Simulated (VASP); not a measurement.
Wanted: the native input for a VASP 6.6.1 run.

```yaml
Task: single point
Functional: PBE
Potentials_or_basis: VASP PAW PBE potentials, release 64 (Zr_sv, H, Cl)
Cutoff: 520 eV
k_mesh: 4 × 4 × 2
Occupations: gaussian, width 0.1 eV
Spin: collinear spin
Starting_moments: "[1.0, 0.0, 0.0, 0.0, 0.0, 0.0] μB"
Dipole_correction: no
Further_INCAR_settings: ALGO = Normal; EDIFF = 1e-07; NBANDS = 34
```

The structure of ZrHCl4 lies in POSCAR:

```
ZrHCl4
1.0
    5.0944054348      0.0000000000      0.0000000000
    0.0000000000      5.0944054348      0.0000000000
    0.0000000000      0.0000000000      8.5264791136
Zr H Cl
1 1 4
Direct
    0.0000000000      0.0000000000      0.0000000000
    0.5000000000      0.5000000000      0.5000000000
    0.5000000000      0.0000000000      0.0000000000
    0.0000000000      0.5000000000      0.0000000000
    0.0000000000      0.0000000000      0.2777823227
    0.0000000000      0.0000000000      0.7222176773
```

The cell was built from a structure type or drawn by symmetry, and may not be a known phase.

One way to write it, as run:

INCAR

```
SYSTEM = ZrHCl4
PREC = Accurate ; ENCUT = 520
EDIFF = 1E-7 ; ISMEAR = 0
SIGMA = 0.1 ; LREAL = .FALSE.
LASPH = .TRUE. ; NELM = 150
ALGO = Normal ; ISIF = 2
LWAVE = .FALSE. ; LCHARG = .FALSE.
ISPIN = 2 ; MAGMOM = 1 0 0 0 0 0
LORBIT = 11 ; LMAXMIX = 4
GGA = PE ; NBANDS = 34
```

KPOINTS

```
Automatic mesh
0
G
  4 4 2
  0 0 0
```

Potentials or basis: VASP PAW PBE potentials, release 64 (Zr_sv, H, Cl).

Command:

```sh
$ cat potpaw_PBE.64/Zr_sv/POTCAR potpaw_PBE.64/H/POTCAR potpaw_PBE.64/Cl/POTCAR > POTCAR
$ mpirun -np 1 vasp_std > vasp.out
```

Results of the run:

The pressure is 0.1 GPa. The largest force is 0.023 eV/Å and the band gap on the k mesh is 1.26 eV (least direct gap 1.34 eV). The net moment is -1.00 μB per cell and the site moments are Zr -0.00; H -0.38; Cl -0.00 μB. The valence electrons inside the program's atomic spheres are Zr 9.52; H 0.38; Cl 5.16, 5.12 (each value once).

It took 2.6 min on 1 thread of Intel(R) Xeon(R) 6975P-C (Granite Rapids) (shared host), peak memory 0.44 GiB.
